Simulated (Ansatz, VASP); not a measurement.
**Two plane-wave programs on Sb**

```
Sb
1.0
     2.11022    1.21834    3.68128
    -2.11022    1.21834    3.68128
     0.00000   -2.43668    3.68128
Sb
2
Direct
  0.76651 0.76651 0.76651
  0.23349 0.23349 0.23349
```

Alike in both runs: task single point; functional LDA; k mesh 8 × 8 × 8; occupations fermi-dirac, width 0.05 eV; no spin polarisation.

```csv
,VASP,Ansatz
version,VASP 6.6.1,Ansatz 0.2.0
potentials or method,"VASP PAW LDA potentials, release 64 (Sb_d_GW)",Ansatz PAW
plane-wave cutoff (eV),500,420
valence electrons in the cell,30,30
```

|  | VASP | Ansatz | Ansatz less VASP |
| --- | --- | --- | --- |
| gap on the k mesh at the Fermi level (eV) | none | none | - |
| pressure (GPa) | 2.7 | 2.7 | +0.05 |
| traceless stress, the component that is largest in VASP (GPa) | -0.82 | -0.80 | +0.022 |
| rms of the force components (eV/Å) | 0.208 | 0.201 | -0.0069 |

LDA's correlation is that of Perdew and Zunger in VASP and of Perdew and Wang (1992) in Ansatz. Atom by atom the forces differ by 0.007 eV/Å (rms over components). A gap of «none» marks a metal or a gap that the smearing closes.

Neither program's run includes spin-orbit coupling.
